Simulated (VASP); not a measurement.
Here is a VASP 6.6.1 calculation.

File INCAR:

```
SYSTEM = MgO
PREC     = Accurate       ! precision mode
ENCUT    = 840            ! plane-wave cutoff, eV
EDIFF    = 1E-6           ! SCF threshold, eV
ISMEAR   = 0              ! smearing method
SIGMA    = 0.02           ! smearing width, eV
LREAL    = .FALSE.        ! projectors in reciprocal space
LASPH    = .TRUE.         ! aspherical terms in the spheres
NELM     = 120            ! most SCF steps
ALGO     = Normal         ! electronic algorithm
ISIF     = 2              ! what is computed and relaxed
LWAVE    = .FALSE.        ! write WAVECAR
LCHARG   = .FALSE.        ! write CHGCAR
GGA      = PE             ! functional
IVDW     = 12             ! dispersion correction
NBANDS   = 15             ! bands
GGA_COMPAT= .FALSE.
```

The input KPOINTS:

```
Automatic mesh
0
G
  10 10 10
  0 0 0
```

The input POSCAR:

```
MgO
1.0
    0.0000000000      2.1420908079      2.1420908079
    2.1420908079      0.0000000000      2.1420908079
    2.1420908079      2.1420908079      0.0000000000
Mg O
1 1
Direct
    0.0000000000      0.0000000000      0.0000000000
    0.5000000000      0.5000000000      0.5000000000
```

Potentials or basis: VASP PAW PBE potentials, release 64 (Mg_sv, O).

Run with:

```sh
$ cat potpaw_PBE.64/Mg_sv/POTCAR potpaw_PBE.64/O/POTCAR > POTCAR
$ mpirun -np 1 vasp_std > vasp.out
```

Problem. Predict the dispersion energy per atom.

Solution. -0.278 eV.

Problem. What does it give for the band gap on the k mesh?

Solution. 4.26 eV.

Problem. Predict the pressure.

Solution. -7.7 GPa.

Caveat: the cell stands under tension.
